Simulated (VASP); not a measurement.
Here is a VASP 6.6.1 calculation.

File INCAR:

```
SYSTEM = ZnSe
  ALGO = Normal
  EDIFF = 1E-7
  ENCUT = 520
  GGA = PE
  ISIF = 2
  ISMEAR = -1
  LASPH = .True.
  LCHARG = .False.
  LREAL = .False.
  LWAVE = .False.
  NBANDS = 26
  NELM = 80
  PREC = Accurate
  SIGMA = 0.08
```

Contents of KPOINTS:

```
k-points
0
Gamma
  10 10 6
  0 0 0
```

File POSCAR:

```
ZnSe
1.0
    3.0323516282      0.0000000000      0.0000000000
   -1.5161758141      2.6260935432      0.0000000000
    0.0000000000      0.0000000000      5.3931842542
Zn Se
2 2
Direct
    0.0000000000      0.0000000000      0.0000000000
    0.0000000000      0.0000000000      0.5000000000
    0.3333333333      0.6666666667      0.2500000000
    0.6666666667      0.3333333333      0.7500000000
```

Potentials or basis: VASP PAW PBE potentials, release 64 (Zn, Se).

Run with:

```console
$ cat potpaw_PBE.64/Zn/POTCAR potpaw_PBE.64/Se/POTCAR > POTCAR
$ mpirun -np 1 vasp_std > vasp.out
```

**Question.** What does it give for the band gap on the k mesh?

**Answer.** Zero (band 18 reaches 11.54 eV, above the bottom of band 19 at 9.45 eV).

**Question.** What does it give for the pressure?

**Answer.** 164.9 GPa.

Stress tensor (GPa, compression positive):
```
164.77   0.00   0.00
  0.00 164.77   0.00
  0.00   0.00 165.06
```
